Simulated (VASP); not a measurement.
# Ta2AlN3 (P6/mmm) in VASP: further runs, part 2 of 2

VASP 6.6.1. The steps go on from the part before.

### 4 Single point, PBE

INCAR reads:

```
SYSTEM = Ta2AlN3
  ALGO = Normal
  EDIFF = 1E-6
  ENCUT = 700
  GGA = PE
  GGA_COMPAT = .FALSE.
  ISIF = 2
  ISMEAR = 0
  LASPH = .TRUE.
  LCHARG = .TRUE.
  LELF = .TRUE.
  LREAL = .FALSE.
  LVHAR = .TRUE.
  LWAVE = .FALSE.
  NBANDS = 31
  NELM = 120
  PREC = Accurate
  SIGMA = 0.1
```

KPOINTS reads:

```
k-points
0
G
  12 12 14
  0 0 0
```

POSCAR reads:

```
Ta2AlN3
1.0
    5.4603336497      0.0000000000      0.0000000000
   -2.7301668249      4.7287876538      0.0000000000
    0.0000000000      0.0000000000      2.8390072301
Ta Al N
2 1 3
Direct
    0.3333333333      0.6666666667      0.5000000000
    0.6666666667      0.3333333333      0.5000000000
    0.0000000000      0.0000000000      0.0000000000
    0.5000000000      0.0000000000      0.0000000000
    0.5000000000      0.5000000000      0.0000000000
    0.0000000000      0.5000000000      0.0000000000
```

Potentials or basis: VASP PAW PBE potentials, release 64 (Ta_sv_GW, Al, N).

Started as:

```
$ cat potpaw_PBE.64/Ta_sv_GW/POTCAR potpaw_PBE.64/Al/POTCAR potpaw_PBE.64/N/POTCAR > POTCAR
$ mpirun -np 1 vasp_std > vasp.out
```

OUTCAR:

```text
SYSTEM = Ta2AlN3
   EDIFF = 1E-6
   ENCUT = 700
   GGA = PE
   ISIF = 2
   ISMEAR = 0
   LASPH = .TRUE.
   LREAL = .FALSE.
   NELM = 120
   PREC = Accurate

 ion  position               nearest neighbor table
   1  0.333  0.667  0.500-   6 2.12   6 2.12   4 2.12   4 2.12   5 2.12   5 2.12   2 3.15   2 3.15
                             2 3.15
   2  0.667  0.333  0.500-   6 2.12   6 2.12   4 2.12   4 2.12   5 2.12   5 2.12   1 3.15   1 3.15
                             1 3.15
   3  0.000  0.000  0.000-
   4  0.500  0.000  0.000-   1 2.12   2 2.12   1 2.12   2 2.12
   5  0.500  0.500  0.000-   1 2.12   2 2.12   1 2.12   2 2.12
   6  0.000  0.500  0.000-   1 2.12   2 2.12   1 2.12   2 2.12

  LATTYP: Found a hexagonal cell.
 ALAT       =     5.4603336497
 C/A-ratio  =     0.5199329221

  Lattice vectors:

 A1 = (   5.4603336497,   0.0000000000,   0.0000000000)
 A2 = (  -2.7301668249,   4.7287876538,   0.0000000000)
 A3 = (   0.0000000000,   0.0000000000,   2.8390072301)

Analysis of symmetry for initial positions (statically):
=====================================================================
 Subroutine PRICEL returns:
 Original cell was already a primitive cell.

 Routine SETGRP: Setting up the symmetry group for a
 hexagonal supercell.

 Subroutine GETGRP returns: Found 24 space group operations
 (whereof 24 operations were pure point group operations)
 out of a pool of 24 trial point group operations.

The static configuration has the point symmetry D_6h.

Analysis of symmetry for dynamics (positions and initial velocities):
=====================================================================
 Subroutine PRICEL returns:
 Original cell was already a primitive cell.

 Routine SETGRP: Setting up the symmetry group for a
 hexagonal supercell.

 Subroutine GETGRP returns: Found 24 space group operations
 (whereof 24 operations were pure point group operations)
 out of a pool of 24 trial point group operations.

The dynamic configuration has the point symmetry D_6h.

 Subroutine INISYM returns: Found 24 space group operations
 (whereof 24 operations are pure point group operations),
 and found     1 'primitive' translations

----------------------------------------------------------------------------------------

                                     Primitive cell

  volume of cell :      73.3053

  direct lattice vectors                    reciprocal lattice vectors
     5.460333650  0.000000000  0.000000000     0.183138992  0.105735346  0.000000000
    -2.730166825  4.728787654  0.000000000     0.000000000  0.211470693  0.000000000
     0.000000000  0.000000000  2.839007230     0.000000000  0.000000000  0.352235806

  length of vectors
     5.460333650  5.460333650  2.839007230     0.211470693  0.211470693  0.352235806

  position of ions in fractional coordinates (direct lattice)
     0.333333333  0.666666667  0.500000000
     0.666666667  0.333333333  0.500000000
     0.000000000  0.000000000  0.000000000
     0.500000000  0.000000000  0.000000000
     0.500000000  0.500000000  0.000000000
     1.000000000  0.500000000  0.000000000

  ion indices of the primitive-cell ions
   primitive index   ion index
                 1           1
                 2           2
                 3           3
                 4           4
                 5           5
                 6           6
[... 32 lines left out ...]
  0.250000  0.000000  0.000000      6.000000
  0.333333 -0.000000  0.000000      6.000000
  0.416667  0.000000  0.000000      6.000000
[... 16 lines left out ...]
  0.250000  0.000000  0.071429     12.000000
  0.333333 -0.000000  0.071429     12.000000
 [... further k-points ...]
   k-points           NKPTS =    152   k-points in BZ     NKDIM =    152   number of bands    NBANDS=     31
   number of dos      NEDOS =    301   number of ions     NIONS =      6
   total plane-waves  NPLWV =  55296
   dimension x,y,z NGX =    48 NGY =   48 NGZ =   24
   dimension x,y,z NGXF=    96 NGYF=   96 NGZF=   48
   ions per type =               2   1   3
   NGX,Y,Z   is equivalent  to a cutoff of  14.61, 14.61, 14.05 a.u.
   NGXF,Y,Z  is equivalent  to a cutoff of  29.23, 29.23, 28.11 a.u.
 SYSTEM =  Ta2AlN3
   PREC   = accura    normal or accurate (medium, high low for compatibility)
   ISTART =      0    job   : 0-new  1-cont  2-samecut
   ICHARG =      2    charge: 1-file 2-atom 10-const
   ISPIN  =      1    spin polarized calculation?
   LNONCOLLINEAR =      F non collinear calculations
   LSORBIT =      F    spin-orbit coupling
   LASPH  =      T    aspherical Exc in radial PAW
   ENCUT  =  700.0 eV  51.45 Ry    7.17 a.u.  11.78 11.78  6.12*2*pi/ulx,y,z
   NELM   =    120;   NELMIN=  2; NELMDL= -5     # of ELM steps
   EDIFF  = 0.1E-05   stopping-criterion for ELM
   LREAL  =      F    real-space projection
   EDIFFG = 0.1E-04   stopping-criterion for IOM
   NSW    =      0    number of steps for IOM
   IBRION =     -1    ionic relax: 0-MD 1-quasi-New 2-CG
   NFREE  =      0    steps in history (QN), initial steepest desc. (CG)
   ISIF   =      2    stress and relaxation
   ISYM   =      2    0-nonsym 1-usesym 2-fastsym
   POTIM  = 0.5000    time-step for ionic-motion
   TEBEG  =    0.0;   TEEND  =   0.0 temperature during run
   PSTRESS=    0.0 pullay stress
   NELECT =      44.0000    total number of electrons
   NUPDOWN=      -1.0000    fix difference up-down
   EMIN   =  10.00;   EMAX   =-10.00  energy-range for DOS
   EFERMI =   0.00;   METHOD = LEGACY
   ISMEAR =     0;   SIGMA  =   0.10  broadening in eV -4-tet -1-fermi 0-gaus
   EFERMI_NEDOS =   21; number of points for ismear=-14 and -15
   IALGO  =     38    algorithm
   IMIX   =      4    mixing-type and parameters
     AMIX     =   0.40;   BMIX     =  1.00
     AMIX_MAG =   1.60;   BMIX_MAG =  1.00
  volume/ion in A,a.u.               =      12.22        82.45
  Fermi-wavevector in a.u.,A,eV,Ry     =   1.380958  2.609633 25.946933  1.907046
  Thomas-Fermi vector in A             =   2.505787
   LORBIT       =      0    0 simple, 1 ext, 2 COOP (PROOUT), +10 PAW based schemes
   GGA     = PE    functional components
   LHFCALC =     F    Hartree Fock is set to
   AEXX    =    0.0000 exact exchange contribution
   IVDW    =     0    specifies the selected vdW correction
   LEPSILON=     F    determine dielectric tensor
   LRPA    =     F    only Hartree local field effects (RPA)
 non-spin polarized calculation
 Gauss-broadening in eV      SIGMA  =   0.10
  energy-cutoff  :      700.00
  volume of cell :       73.31
 maximum number of plane-waves:      3108
 NGX is ok and might be reduce to    48
   NGX = 23   NGY = 23   NGZ = 13

 number of electron      43.9999999 magnetization

 Free energy of the ion-electron system (eV)
  ---------------------------------------------------
  ext. energy  EPLUGINS =         0.00000000
  ---------------------------------------------------
  free energy    TOTEN  =       -61.31249253 eV

  energy without entropy =      -61.30210321  energy(sigma->0) =      -61.30729787

 E-fermi :  10.2289     XC(G=0): -12.0672

 val. band max:       10.2283657606   @ k =   0.1667   0.1667   0.5000
 cond. band min:      10.2324383757   @ k =   0.2500   0.1667   0.3571
 fundamental gap:      0.0040726151
 Fermi energy:        10.2288715438

 k-point     1 :       0.0000    0.0000    0.0000
  band No.  band energies     occupation
      1     -59.5986      2.00000
      2     -59.5747      2.00000
      3     -26.3099      2.00000
      4     -26.3099      2.00000
      5     -26.0110      2.00000
      6     -26.0110      2.00000
[... 805 lines left out ...]
     30      13.4629      0.00000
     31      13.6607      0.00000

 [... further k-points ...]

------------------------ aborting loop because EDIFF is reached ----------------------------------------

  FORCE on cell =-STRESS in cart. coord.  units (eV):
  Direction    XX          YY          ZZ          XY          YZ          ZX
  --------------------------------------------------------------------------------------
  -------------------------------------------------------------------------------------
  Total       -0.0166862     -0.0166862      0.0283783      0.0000000      0.0000000     -0.0000000
  in kB       -0.3646984     -0.3646984      0.6202420      0.0000000      0.0000000     -0.0000000
  external PRESSURE =      -0.0363849 kB  Pullay stress =       0.0000000 kB

 VOLUME and BASIS-vectors are now :
 -----------------------------------------------------------------------------
  energy-cutoff  :      700.00
  volume of cell :       73.31
      direct lattice vectors                 reciprocal lattice vectors
     5.460333650  0.000000000  0.000000000     0.183138992  0.105735346  0.000000000
    -2.730166825  4.728787654  0.000000000     0.000000000  0.211470693  0.000000000
     0.000000000  0.000000000  2.839007230     0.000000000  0.000000000  0.352235806

 POSITION                                       TOTAL-FORCE (eV/Angst)
 -----------------------------------------------------------------------------------
     -0.00000      3.15253      1.41950         0.000000      0.000000      0.000000
      2.73017      1.57626      1.41950        -0.000000      0.000000     -0.000000
      0.00000      0.00000      0.00000         0.000000     -0.000000      0.000000
      2.73017      0.00000      0.00000         0.000000     -0.000000      0.000000
      1.36508      2.36439      0.00000         0.000000     -0.000000      0.000000
     -1.36508      2.36439      0.00000         0.000000     -0.000000      0.000000
 -----------------------------------------------------------------------------------
    total drift:                               -0.000000      0.000000     -0.000000

  FREE ENERGIE OF THE ION-ELECTRON SYSTEM (eV)
  ---------------------------------------------------
  free  energy   TOTEN  =       -61.3124925254 eV

  energy  without entropy=      -61.3021032074  energy(sigma->0) =      -61.30729787
```

It took 11 min on 1 thread of Intel Xeon Platinum 8259CL at 2.50GHz (Skylake/Cascade Lake), shared host; peak memory 0.6 GiB.

What came out:

* Free energy: -61.3125 eV
* Pressure: 0.0 GPa
* Band gap on the k mesh: zero (bands 22 and 23 overlap by 2.16 eV)

Levels at points of the mesh, in eV from the Fermi level:
| k point | band 20 | band 21 | band 22 | band 23 | band 24 | band 25 |
| --- | --- | --- | --- | --- | --- | --- |
| (0.00, 0.00, 0.00) | -3.11 | -2.75 | -2.42 | 0.01 | 0.01 | 1.51 |
| (0.50, 0.00, 0.00) | -3.43 | -2.98 | -2.36 | 0.07 | 0.43 | 1.71 |
| (0.00, 0.00, 0.50) | -1.74 | -1.52 | -1.52 | -1.43 | -1.26 | 2.96 |
| (0.50, 0.00, 0.50) | -3.56 | -2.44 | -0.07 | 0.74 | 0.91 | 1.42 |

Caveat: spin-orbit coupling is left out, which moves the levels of the heavy elements.

### 5 Single point, PBE, collinear spin

INCAR reads:

```
PREC     = Accurate       # precision mode
ENCUT    = 600            # plane-wave cutoff, eV
EDIFF    = 1E-6           # SCF threshold, eV
ISMEAR   = 0              # smearing method
SIGMA    = 0.1            # smearing width, eV
LREAL    = F              # projectors in reciprocal space
LASPH    = T              # aspherical terms in the spheres
NELM     = 200            # most SCF steps
ALGO     = Normal         # electronic algorithm
ISIF     = 2              # what is computed and relaxed
LWAVE    = F              # write WAVECAR
LCHARG   = T              # write CHGCAR
ISPIN    = 2              # spin polarisation
MAGMOM   = 1 1 0 0 0 0    # initial moments
LORBIT   = 11             # projections on sites
LMAXMIX  = 4              # l up to which the mixer works
GGA      = PE             # functional
LELF     = T              # ELF
LVHAR    = T            
NBANDS   = 33             # bands
GGA_COMPAT= F
```

KPOINTS reads:

```
regular mesh
0
Gamma
  6 6 6
```

Edit POSCAR of step 4 so:

```diff
@@ -2,5 +2,5 @@
 1.0
-    5.4603336497      0.0000000000      0.0000000000
-   -2.7301668249      4.7287876538      0.0000000000
-    0.0000000000      0.0000000000      2.8390072301
+    5.4516851745      0.0000000000      0.0000000000
+   -2.7258425873      4.7212978546      0.0000000000
+    0.0000000000      0.0000000000      2.8452388240
 Ta Al N
```

Potentials or basis: VASP PAW PBE potentials, release 64 (Ta_pv, Al, N).

Started as:

```
$ cat potpaw_PBE.64/Ta_pv/POTCAR potpaw_PBE.64/Al/POTCAR potpaw_PBE.64/N/POTCAR > POTCAR
$ mpirun -np 1 vasp_std > vasp.out
```

It took 2.3 min on 1 thread of Oxide Virtual Turin-like, shared host; peak memory 0.3 GiB.

The run converged. Its results:

* Free energy: -56.2320 eV
* Pressure: 0.5 GPa
* Band gap on the k mesh: zero (filled and empty bands overlap)
* Net moment: 0.00 μB per cell
* Valence electrons inside the program's atomic spheres: Ta 8.90; Al 0.70; N 3.76

Stress tensor (GPa, compression positive):
```
0.51 0.00 0.00
0.00 0.51 0.00
0.00 0.00 0.60
```

Levels at points of the mesh, in eV from the Fermi level:
Spin up:
| k point | band 18 | band 19 | band 20 | band 21 | band 22 | band 23 |
| --- | --- | --- | --- | --- | --- | --- |
| (0.00, 0.00, 0.00) | -3.11 | -2.80 | -2.44 | -0.04 | -0.04 | 1.44 |
| (0.50, 0.00, 0.00) | -3.44 | -2.97 | -2.38 | 0.07 | 0.40 | 1.64 |
| (0.00, 0.00, 0.50) | -1.75 | -1.57 | -1.57 | -1.40 | -1.25 | 2.94 |
| (0.50, 0.00, 0.50) | -3.58 | -2.46 | -0.12 | 0.69 | 0.93 | 1.38 |
Spin down:
| k point | band 16 | band 17 | band 18 | band 19 | band 20 | band 21 | band 22 | band 23 | band 24 | band 25 |
| --- | --- | --- | --- | --- | --- | --- | --- | --- | --- | --- |
| (0.00, 0.00, 0.00) | -3.49 | -3.49 | -3.11 | -2.80 | -2.44 | -0.04 | -0.04 | 1.44 | 1.44 | 1.58 |
| (0.50, 0.00, 0.00) | -4.59 | -4.01 | -3.44 | -2.97 | -2.38 | 0.07 | 0.40 | 1.64 | 2.32 | 2.42 |
| (0.00, 0.00, 0.50) | -3.53 | -3.53 | -1.75 | -1.57 | -1.57 | -1.40 | -1.25 | 2.94 | 2.94 | 3.26 |
| (0.50, 0.00, 0.50) | -4.74 | -4.47 | -3.58 | -2.46 | -0.12 | 0.69 | 0.93 | 1.38 | 2.35 | 3.47 |

Caveat: the k points lie up to 0.37 Å⁻¹ apart, too coarse for converged energies and pressures of a metal; spin-orbit coupling is left out, which moves the levels of the heavy elements.

### 6 Single point, PBE, collinear spin

This run uses another cell than the first one, of 13.33 Å³/atom.

INCAR reads:

```
  PREC = Accurate
  ENCUT = 600
  EDIFF = 1E-6
  ISMEAR = 0
  SIGMA = 0.1
  LREAL = False
  LASPH = True
  NELM = 200
  ALGO = Normal
  ISIF = 2
  LWAVE = False
  LCHARG = True
  ISPIN = 2
  MAGMOM = 1 1 0 0 0 0
  LORBIT = 11
  LMAXMIX = 4
  GGA = PE
  LELF = True
  LVHAR = True
  NBANDS = 33
  GGA_COMPAT = False
```

KPOINTS is that of step 5.

POSCAR reads:

```
Ta2AlN3
1.0
    5.4834595500      0.0000000000      0.0000000000
   -2.7417297700      4.7488152700      0.0000000000
    0.0000000000      0.0000000000      3.0718359700
Ta Al N
2 1 3
Direct
    0.3333333300      0.6666666700      0.5000000000
    0.6666666700      0.3333333300      0.5000000000
    0.0000000000      0.0000000000      0.0000000000
    0.5000000000      0.0000000000      0.0000000000
    0.5000000000      0.5000000000      0.0000000000
    0.0000000000      0.5000000000      0.0000000000
```

Potentials or basis: VASP PAW PBE potentials, release 64 (Ta_pv, Al, N).

Started as:

```
$ cat potpaw_PBE.64/Ta_pv/POTCAR potpaw_PBE.64/Al/POTCAR potpaw_PBE.64/N/POTCAR > POTCAR
$ mpirun -np 1 vasp_std > vasp.out
```

Run time: 3.6 min. Hardware: 1 thread of Oxide Virtual Turin-like, shared host; peak memory 0.33 GiB.

It converged, with:

```yaml
Free_energy: -55.3527 eV
Pressure: -21.0 GPa
Band_gap_on_the_k_mesh: zero (filled and empty bands overlap)
Net_moment: 0.00 μB per cell
Valence_electrons_inside_the_program's_atomic_spheres: Ta 8.64; Al 0.68; N 3.67
```

Stress tensor (GPa, compression positive):
```
 -9.95   0.00   0.00
  0.00  -9.95   0.00
  0.00   0.00 -43.02
```

Levels at points of the mesh, in eV from the Fermi level:
Spin up:
```csv
k point,band 16,band 17,band 18,band 19,band 20,band 21,band 22,band 23,band 24,band 25
"(0.00, 0.00, 0.00)",-2.95,-2.68,-2.68,-2.28,-1.71,0.00,0.00,1.03,1.03,2.25
"(0.50, 0.00, 0.00)",-4.01,-3.83,-2.59,-2.39,-1.95,0.56,0.63,1.26,1.61,2.25
"(0.00, 0.00, 0.50)",-2.80,-2.80,-1.51,-1.44,-1.44,-1.25,-0.97,2.31,2.79,2.79
"(0.50, 0.00, 0.50)",-4.40,-3.95,-3.24,-1.87,-0.16,0.73,0.80,1.39,2.23,2.29
```
Spin down:
```tsv
k point	band 16	band 17	band 18	band 19	band 20	band 21	band 22	band 23	band 24	band 25
(0.00, 0.00, 0.00)	-2.95	-2.68	-2.68	-2.28	-1.71	0.00	0.00	1.03	1.03	2.25
(0.50, 0.00, 0.00)	-4.01	-3.83	-2.59	-2.39	-1.95	0.56	0.63	1.26	1.61	2.25
(0.00, 0.00, 0.50)	-2.80	-2.80	-1.51	-1.44	-1.44	-1.25	-0.97	2.31	2.79	2.79
(0.50, 0.00, 0.50)	-4.40	-3.95	-3.24	-1.87	-0.16	0.73	0.80	1.39	2.23	2.29
```

Caveat: the stress differs along the axes, from -43 to -10 GPa; spin-orbit coupling is left out, which moves the levels of the heavy elements.

### 7 The runs side by side

| potentials or basis | spin | cell | k mesh | cutoff (eV) | gap on the mesh (eV) | pressure (GPa) | moment (μB) |
| --- | --- | --- | --- | --- | --- | --- | --- |
| VASP PAW PBE potentials, release 64 (Ta_sv_GW, Al, N) | off | a = 5.452, b = 5.452, c = 2.845 Å, angles 90.0, 90.0, 120.0°, 6 atoms | 6 × 6 × 6 | 700 | none | 0.0 | - |
| VASP PAW PBE potentials, release 64 (Ta_sv_GW, Al, N) | off | a = 5.460, b = 5.460, c = 2.839 Å, angles 90.0, 90.0, 120.0°, 6 atoms | 12 × 12 × 14 | 700 | none | 0.0 | - |
| VASP PAW PBE potentials, release 64 (Ta_pv, Al, N) | collinear | a = 5.452, b = 5.452, c = 2.845 Å, angles 90.0, 90.0, 120.0°, 6 atoms | 6 × 6 × 6 | 600 | none | 0.5 | 0.00 |
| VASP PAW PBE potentials, release 64 (Ta_pv, Al, N) | collinear | a = 5.483, b = 5.483, c = 3.072 Å, angles 90.0, 90.0, 120.0°, 6 atoms | 6 × 6 × 6 | 600 | none | -21.0 | 0.00 |

Alike in all rows: task single point; level PBE; smearing gaussian 0.1 eV.

Caveats: some runs use coarse meshes; spin-orbit coupling is left out, which moves the levels of the heavy elements; the stress differs along the axes, from -43 to -10 GPa (at least some runs).

Total energies depend on the potentials used, so only differences within one code and one set of settings carry meaning.

The gap in the log of VASP goes by the Fermi energy; the results here count the filled bands.